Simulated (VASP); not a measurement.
# KTaO3 (Pmmm) in VASP: further runs, part 2 of 2

VASP 6.6.1. The steps go on from the part before.

## 3. Single point, PBEsol (normal strain along x +0.0750, normal strain along z -0.1100)

File INCAR:

```
ALGO = Normal
EDIFF = 1E-7
ENCUT = 520
GGA = PS
ISIF = 2
ISMEAR = 0
LASPH = True
LCHARG = False
LREAL = False
LWAVE = False
NBANDS = 27
NELM = 100
PREC = Accurate
SIGMA = 0.05
```

File KPOINTS:

```
k-points
0
Gamma
  8 8 8
```

File POSCAR:

```
KTaO3
1.0
    4.2842599479      0.0000000000      0.0000000000
    0.0000000000      3.9853580911      0.0000000000
    0.0000000000      0.0000000000      3.5469687011
K Ta O
1 1 3
Direct
    0.5000000000      0.5000000000      0.5000000000
    0.0000000000      0.0000000000      0.0000000000
    0.5000000000      0.0000000000      0.0000000000
    0.0000000000      0.5000000000      0.0000000000
    0.0000000000      0.0000000000      0.5000000000
```

Potentials or basis: VASP PAW PBE potentials, release 64 (K_sv, Ta_pv, O).

Launch:

```
cat potpaw_PBE.64/K_sv/POTCAR potpaw_PBE.64/Ta_pv/POTCAR potpaw_PBE.64/O/POTCAR > POTCAR
mpirun -np 1 vasp_std > vasp.out
```

OUTCAR:

```text
EDIFF = 1E-7
   ENCUT = 520
   GGA = PS
   ISIF = 2
   ISMEAR = 0
   LASPH = True
   LREAL = False
   NELM = 100
   PREC = Accurate

 ion  position               nearest neighbor table
   1  0.500  0.500  0.500-   3 2.67   3 2.67   3 2.67   3 2.67   4 2.78   4 2.78   4 2.78   4 2.78
                             2 3.42   2 3.42   2 3.42   2 3.42   2 3.42   2 3.42   2 3.42   2 3.42
   2  0.000  0.000  0.000-   5 1.77   5 1.77   4 1.99   4 1.99   3 2.14   3 2.14   1 3.42   1 3.42
                             1 3.42   1 3.42   1 3.42   1 3.42   1 3.42   1 3.42
   3  0.500  0.000  0.000-   2 2.14   2 2.14   1 2.67   1 2.67   1 2.67   1 2.67
   4  0.000  0.500  0.000-   2 1.99   2 1.99   1 2.78   1 2.78   1 2.78   1 2.78
   5  0.000  0.000  0.500-   2 1.77   2 1.77

  LATTYP: Found a simple orthorhombic cell.
 ALAT       =     3.5469687011
 B/A-ratio  =     1.1235955056
 C/A-ratio  =     1.2078651685

  Lattice vectors:

 A1 = (   0.0000000000,   0.0000000000,  -3.5469687011)
 A2 = (   0.0000000000,   3.9853580911,   0.0000000000)
 A3 = (   4.2842599479,   0.0000000000,   0.0000000000)

Analysis of symmetry for initial positions (statically):
=====================================================================
 Subroutine PRICEL returns:
 Original cell was already a primitive cell.

 Routine SETGRP: Setting up the symmetry group for a
 simple orthorhombic supercell.

 Subroutine GETGRP returns: Found  8 space group operations
 (whereof  8 operations were pure point group operations)
 out of a pool of  8 trial point group operations.

The static configuration has the point symmetry D_2h.

Analysis of symmetry for dynamics (positions and initial velocities):
=====================================================================
 Subroutine PRICEL returns:
 Original cell was already a primitive cell.

 Routine SETGRP: Setting up the symmetry group for a
[... 131 lines left out ...]
     AMIX     =   0.40;   BMIX     =  1.00
     AMIX_MAG =   1.60;   BMIX_MAG =  1.00
  volume/ion in A,a.u.               =      12.11        81.74
  Fermi-wavevector in a.u.,A,eV,Ry     =   1.401530  2.648508 26.725754  1.964287
  Thomas-Fermi vector in A             =   2.524382
   LORBIT       =      0    0 simple, 1 ext, 2 COOP (PROOUT), +10 PAW based schemes
   GGA     = PS    functional components
   LHFCALC =     F    Hartree Fock is set to
   AEXX    =    0.0000 exact exchange contribution
   IVDW    =     0    specifies the selected vdW correction
   LEPSILON=     F    determine dielectric tensor
   LRPA    =     F    only Hartree local field effects (RPA)
 non-spin polarized calculation
 Gauss-broadening in eV      SIGMA  =   0.05
  energy-cutoff  :      520.00
  volume of cell :       60.56
 maximum number of plane-waves:      1652
 NGX is ok and might be reduce to    32
   NGX = 15   NGY = 15   NGZ = 13

 number of electron      37.9999984 magnetization

 Free energy of the ion-electron system (eV)
  ---------------------------------------------------
  ext. energy  EPLUGINS =         0.00000000
  ---------------------------------------------------
  free energy    TOTEN  =       -41.09960657 eV

  energy without entropy =      -41.09960657  energy(sigma->0) =      -41.09960657

 E-fermi :   2.4076     XC(G=0): -11.3748

 val. band max:        2.1208888546   @ k =   0.5000   0.5000   0.5000
 cond. band min:       3.9502134008   @ k =   0.0000   0.0000   0.0000
 fundamental gap:      1.8293245462
 Fermi energy:         2.4076073173

 k-point     1 :       0.0000    0.0000    0.0000
  band No.  band energies     occupation
      1     -32.2892      2.00000
      2     -31.8159      2.00000
      3     -31.7528      2.00000
      4     -25.0197      2.00000
      5     -16.9830      2.00000
      6     -15.0100      2.00000
[... 709 lines left out ...]
     26      12.7285      0.00000
     27      13.6996      0.00000

 [... further k-points ...]

------------------------ aborting loop because EDIFF is reached ----------------------------------------

  FORCE on cell =-STRESS in cart. coord.  units (eV):
  Direction    XX          YY          ZZ          XY          YZ          ZX
  --------------------------------------------------------------------------------------
  -------------------------------------------------------------------------------------
  Total       -6.4415610      2.0979567     30.7566534      0.0000000     -0.0000000      0.0000000
  in kB     -170.4123987     55.5017367    813.6715689      0.0000000     -0.0000000      0.0000000
  external PRESSURE =     232.9203023 kB  Pullay stress =       0.0000000 kB

 VOLUME and BASIS-vectors are now :
 -----------------------------------------------------------------------------
  energy-cutoff  :      520.00
  volume of cell :       60.56
      direct lattice vectors                 reciprocal lattice vectors
     4.284259948  0.000000000  0.000000000     0.233412541  0.000000000  0.000000000
     0.000000000  3.985358091  0.000000000     0.000000000  0.250918481  0.000000000
     0.000000000  0.000000000  3.546968701     0.000000000  0.000000000  0.281930878

 POSITION                                       TOTAL-FORCE (eV/Angst)
 -----------------------------------------------------------------------------------
      2.14213      1.99268      1.77348         0.000000      0.000000      0.000000
      0.00000      0.00000      0.00000         0.000000      0.000000      0.000000
      2.14213      0.00000      0.00000         0.000000      0.000000      0.000000
      0.00000      1.99268      0.00000         0.000000      0.000000      0.000000
      0.00000      0.00000      1.77348         0.000000      0.000000      0.000000
 -----------------------------------------------------------------------------------
    total drift:                                0.000000      0.000000     -0.000000

  FREE ENERGIE OF THE ION-ELECTRON SYSTEM (eV)
  ---------------------------------------------------
  free  energy   TOTEN  =       -41.0996065741 eV

  energy  without entropy=      -41.0996065741  energy(sigma->0) =      -41.09960657
```

OSZICAR:

```text
N       E                     dE             d eps       ncg     rms          rms(c)
DAV:   1     0.328089904110E+03    0.32809E+03   -0.20853E+04  6758   0.142E+03
DAV:   2    -0.296962826443E+02   -0.35779E+03   -0.34657E+03  8035   0.411E+02
DAV:   3    -0.482901037894E+02   -0.18594E+02   -0.18506E+02  9486   0.914E+01
DAV:   4    -0.489606137369E+02   -0.67051E+00   -0.66937E+00 11129   0.110E+01
DAV:   5    -0.489644650997E+02   -0.38514E-02   -0.38510E-02  8868   0.872E-01    0.416E+01
DAV:   6    -0.413767729308E+02    0.75877E+01   -0.31035E+01  8069   0.390E+01    0.166E+01
DAV:   7    -0.411869793495E+02    0.18979E+00   -0.18133E+00  8403   0.853E+00    0.109E+01
DAV:   8    -0.411069335682E+02    0.80046E-01   -0.31774E-01  8393   0.424E+00    0.989E-01
DAV:   9    -0.411002701179E+02    0.66635E-02   -0.31406E-02  8795   0.116E+00    0.379E-01
DAV:  10    -0.410995312984E+02    0.73882E-03   -0.57768E-03  9042   0.500E-01    0.217E-01
DAV:  11    -0.410996261776E+02   -0.94879E-04   -0.63013E-04  9899   0.187E-01    0.807E-02
DAV:  12    -0.410996044359E+02    0.21742E-04   -0.14004E-04  8528   0.903E-02    0.393E-02
DAV:  13    -0.410996064032E+02   -0.19673E-05   -0.83149E-06  9704   0.196E-02    0.480E-03
DAV:  14    -0.410996066465E+02   -0.24335E-06   -0.18457E-06  8899   0.847E-03    0.272E-03
DAV:  15    -0.410996065741E+02    0.72444E-07   -0.11839E-07  5875   0.273E-03
   1 F= -.41099607E+02 E0= -.41099607E+02  d E =-.289109E-18
```

Wall time 4 min (1 thread of Intel Xeon 8259CL, shared host); peak memory 0.32 GiB.

Results:

```yaml
Free_energy: -41.0996 eV
Pressure: 23.3 GPa
Band_gap_on_the_k_mesh: 1.83 eV (least direct gap 2.09 eV)
```

Stress tensor (GPa, compression positive):
```
-17.04   0.00   0.00
  0.00   5.55   0.00
  0.00   0.00  81.37
```

Caveat: the cell differs from its parent crystal (normal strain along x +0.0750, normal strain along z -0.1100); the cell stands under pressure; the PAW data sets were made with another functional, which shifts forces and pressure a little; spin-orbit coupling is left out, which moves the levels of the heavy elements. A k mesh can miss the band edges.

## 4. Single point, PBEsol (normal strain along x +0.1500, normal strain along z -0.1100)

File INCAR:

```
ALGO = Normal
EDIFF = 1E-6
ENCUT = 520
GGA = PS
ISIF = 2
ISMEAR = 0
LASPH = T
LCHARG = F
LREAL = F
LWAVE = F
NBANDS = 27
NELM = 60
PREC = Accurate
SIGMA = 0.05
```

KPOINTS is that of step 3.

POSCAR: that of step 3 with these lines changed.

```diff
@@ -2,3 +2,3 @@
 1.0
-    4.2842599479      0.0000000000      0.0000000000
+    4.5831618048      0.0000000000      0.0000000000
     0.0000000000      3.9853580911      0.0000000000
```

Potentials or basis: VASP PAW PBE potentials, release 64 (K_sv, Ta_pv, O).

Launch:

```
cat potpaw_PBE.64/K_sv/POTCAR potpaw_PBE.64/Ta_pv/POTCAR potpaw_PBE.64/O/POTCAR > POTCAR
mpirun -np 1 vasp_std > vasp.out
```

OUTCAR:

```text
EDIFF = 1E-6
   ENCUT = 520
   GGA = PS
   ISIF = 2
   ISMEAR = 0
   LASPH = T
   LREAL = F
   NELM = 60
   PREC = Accurate

 ion  position               nearest neighbor table
   1  0.500  0.500  0.500-   3 2.67   3 2.67   3 2.67   3 2.67   2 3.52   2 3.52   2 3.52   2 3.52
                             2 3.52   2 3.52   2 3.52   2 3.52
   2  0.000  0.000  0.000-   5 1.77   5 1.77   4 1.99   4 1.99   3 2.29   3 2.29   1 3.52   1 3.52
                             1 3.52   1 3.52   1 3.52   1 3.52   1 3.52   1 3.52
   3  0.500  0.000  0.000-   2 2.29   2 2.29   1 2.67   1 2.67   1 2.67   1 2.67
   4  0.000  0.500  0.000-   2 1.99   2 1.99
   5  0.000  0.000  0.500-   2 1.77   2 1.77

  LATTYP: Found a simple orthorhombic cell.
 ALAT       =     3.5469687011
 B/A-ratio  =     1.1235955056
 C/A-ratio  =     1.2921348315

  Lattice vectors:

 A1 = (   0.0000000000,   0.0000000000,  -3.5469687011)
 A2 = (   0.0000000000,   3.9853580911,   0.0000000000)
 A3 = (   4.5831618048,   0.0000000000,   0.0000000000)

Analysis of symmetry for initial positions (statically):
[... 182 lines left out ...]
 val. band max:        1.8202931859   @ k =   0.5000   0.5000   0.5000
 cond. band min:       3.3335610651   @ k =   0.0000   0.0000   0.0000
 fundamental gap:      1.5132678793
 Fermi energy:         2.1230005038

 k-point     1 :       0.0000    0.0000    0.0000
  band No.  band energies     occupation
      1     -33.0600      2.00000
      2     -32.5842      2.00000
      3     -32.5389      2.00000
      4     -25.4482      2.00000
      5     -17.6177      2.00000
      6     -15.5908      2.00000
[... 709 lines left out ...]
     26      11.6164      0.00000
     27      12.7311      0.00000

 [... further k-points ...]

------------------------ aborting loop because EDIFF is reached ----------------------------------------

  FORCE on cell =-STRESS in cart. coord.  units (eV):
  Direction    XX          YY          ZZ          XY          YZ          ZX
  --------------------------------------------------------------------------------------
  -------------------------------------------------------------------------------------
  Total      -11.7239426      0.3221569     29.1570218      0.0000000     -0.0000000      0.0000000
  in kB     -289.9308110      7.9668762    721.0474553      0.0000000     -0.0000000      0.0000000
  external PRESSURE =     146.3611735 kB  Pullay stress =       0.0000000 kB

 VOLUME and BASIS-vectors are now :
 -----------------------------------------------------------------------------
  energy-cutoff  :      520.00
  volume of cell :       64.79
      direct lattice vectors                 reciprocal lattice vectors
     4.583161805  0.000000000  0.000000000     0.218189984  0.000000000  0.000000000
     0.000000000  3.985358091  0.000000000     0.000000000  0.250918481  0.000000000
     0.000000000  0.000000000  3.546968701     0.000000000  0.000000000  0.281930878

 POSITION                                       TOTAL-FORCE (eV/Angst)
 -----------------------------------------------------------------------------------
      2.29158      1.99268      1.77348         0.000000      0.000000      0.000000
      0.00000      0.00000      0.00000         0.000000      0.000000      0.000000
      2.29158      0.00000      0.00000         0.000000      0.000000      0.000000
      0.00000      1.99268      0.00000         0.000000      0.000000      0.000000
      0.00000      0.00000      1.77348         0.000000      0.000000      0.000000
 -----------------------------------------------------------------------------------
    total drift:                                0.000000      0.000000     -0.000000

  FREE ENERGIE OF THE ION-ELECTRON SYSTEM (eV)
  ---------------------------------------------------
  free  energy   TOTEN  =       -40.4717038478 eV

  energy  without entropy=      -40.4717038478  energy(sigma->0) =      -40.47170385
```

OSZICAR:

```text
N       E                     dE             d eps       ncg     rms          rms(c)
DAV:   1     0.322391412351E+03    0.32239E+03   -0.20727E+04  6750   0.141E+03
DAV:   2    -0.291204943251E+02   -0.35151E+03   -0.34105E+03  8024   0.404E+02
DAV:   3    -0.480934650867E+02   -0.18973E+02   -0.18878E+02  9651   0.912E+01
DAV:   4    -0.486913551883E+02   -0.59789E+00   -0.59684E+00 10894   0.105E+01
DAV:   5    -0.486953476887E+02   -0.39925E-02   -0.39915E-02  8927   0.875E-01    0.396E+01
DAV:   6    -0.408600398990E+02    0.78353E+01   -0.33484E+01  8167   0.385E+01    0.158E+01
DAV:   7    -0.405921492712E+02    0.26789E+00   -0.25662E+00  7802   0.926E+00    0.105E+01
DAV:   8    -0.404888756640E+02    0.10327E+00   -0.63231E-01  8590   0.483E+00    0.992E-01
DAV:   9    -0.404729788282E+02    0.15897E-01   -0.10450E-01  8211   0.152E+00    0.467E-01
DAV:  10    -0.404717476916E+02    0.12311E-02   -0.60738E-03  8922   0.508E-01    0.278E-01
DAV:  11    -0.404717730148E+02   -0.25323E-04   -0.27804E-03  8862   0.363E-01    0.137E-01
DAV:  12    -0.404717008727E+02    0.72142E-04   -0.46050E-04  8275   0.152E-01    0.538E-02
DAV:  13    -0.404717028620E+02   -0.19893E-05   -0.19596E-05  9061   0.304E-02    0.103E-02
DAV:  14    -0.404717038478E+02   -0.98583E-06   -0.42544E-06  7637   0.126E-02
   1 F= -.40471704E+02 E0= -.40471704E+02  d E =-.665376E-20
```

It took 4.6 min on 1 thread of Intel Xeon 8259CL, shared host; peak memory 0.33 GiB.

What came out:

- Free energy: -40.4717 eV
- Pressure: 14.6 GPa
- Band gap on the k mesh: 1.51 eV (least direct gap 1.60 eV)

Stress tensor (GPa, compression positive):
```
-28.99   0.00   0.00
  0.00   0.80   0.00
  0.00   0.00  72.10
```

Caveat: the cell differs from its parent crystal (normal strain along x +0.1500, normal strain along z -0.1100); the cell stands under pressure; the PAW data sets were made with another functional, which shifts forces and pressure a little; spin-orbit coupling is left out, which moves the levels of the heavy elements. A k mesh can miss the band edges.

## 5. Overview

| cell | gap on the mesh (eV) | pressure (GPa) |
| --- | --- | --- |
| a = 3.388, b = 3.985, c = 4.424 Å, 5 atoms | 1.60 | 40.5 |
| a = 4.284, b = 3.985, c = 3.547 Å, 5 atoms | 1.83 | 23.3 |
| a = 4.583, b = 3.985, c = 3.547 Å, 5 atoms | 1.51 | 14.6 |

Alike in all rows: task single point; level PBEsol; potentials or basis VASP PAW PBE potentials, release 64 (K_sv, Ta_pv, O); no spin polarisation; k mesh 8 × 8 × 8; cutoff (eV) 520; smearing gaussian 0.05 eV.

Caveats: the cell stands under pressure; the PAW data sets were made with another functional, which shifts forces and pressure a little; spin-orbit coupling is left out, which moves the levels of the heavy elements.

Total energies depend on the potentials used, so only differences within one code and one set of settings carry meaning.
